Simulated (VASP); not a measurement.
Here is a VASP 6.6.1 calculation.

INCAR

```
PREC = Accurate
ENCUT = 520
EDIFF = 1E-6
ISMEAR = 0
SIGMA = 0.05
LREAL = F
LASPH = T
NELM = 60
ALGO = Normal
ISIF = 2
LWAVE = F
LCHARG = F
GGA = PE
NBANDS = 16
```

File KPOINTS:

```
regular mesh
0
Gamma
  10 10 10
```

Contents of POSCAR:

```
LaRe
1.0
    3.5595029507      0.0000000000      0.0000000000
    0.0000000000      3.5595029507      0.0000000000
    0.0000000000      0.0000000000      3.5595029507
La Re
1 1
Direct
    0.0000000000      0.0000000000      0.0000000000
    0.5000000000      0.5000000000      0.5000000000
```

Potentials or basis: VASP PAW PBE potentials, release 64 (La, Re).

The run is started by

```bash
$ cat potpaw_PBE.64/La/POTCAR potpaw_PBE.64/Re/POTCAR > POTCAR
$ mpirun -np 1 vasp_std > vasp.out
```

Problem. Predict the pressure.

Solution. 2.0 GPa.

Problem. Predict the band gap on the k mesh.

Solution. Zero (bands 9 and 10 overlap by 2.05 eV).

Caveat: spin-orbit coupling is left out, which moves the levels of the heavy elements.
